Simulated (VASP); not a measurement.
A run of VASP 6.6.1 is set up as follows.

Contents of INCAR:

```
SYSTEM = H
PREC     = Accurate       ! precision mode
ENCUT    = 520            ! plane-wave cutoff, eV
EDIFF    = 1E-6           ! SCF threshold, eV
ISMEAR   = 0              ! smearing method
SIGMA    = 0.05           ! smearing width, eV
LREAL    = .False.        ! projectors in reciprocal space
LASPH    = .True.         ! aspherical terms in the spheres
NELM     = 60             ! most SCF steps
ALGO     = Normal         ! electronic algorithm
ISIF     = 2              ! what is computed and relaxed
LWAVE    = .False.        ! write WAVECAR
LCHARG   = .False.        ! write CHGCAR
GGA      = CA             ! functional
NBANDS   = 8              ! bands
```

The input KPOINTS:

```
regular mesh
0
Gamma
  10 10 10
  0 0 0
```

File POSCAR:

```
H
1.0
   -1.6915344700      1.6661614530      2.0584739900
    1.6915344700     -1.6661614530      2.0584739900
    1.6915344700      1.6661614530     -2.0584739900
H
2
Direct
    0.9098622900      0.9098622900      0.0000000000
    0.0901377100      0.0901377100      0.0000000000
```

Potentials or basis: VASP PAW LDA potentials, release 64 (H).

Run with:

```bash
$ cat potpaw_LDA.64/H/POTCAR > POTCAR
$ mpirun -np 1 vasp_std > vasp.out
```

Problem. Predict the band gap on the k mesh.

Solution. 8.24 eV, indirect (least direct gap 9.15 eV).

Problem. Predict the pressure.

Solution. 0.8 GPa.

Problem. Predict the largest force.

Solution. 0.973 eV/Å.

Stress tensor (GPa, compression positive):
```
-0.91  0.00  0.00
 0.00 -0.90  0.00
 0.00  0.00  4.10
```

Caveat: the cell differs from its parent crystal (strain -0.0150 x Voigt [0, 1, 0, 0, 0, 0]). A k mesh can miss the band edges.
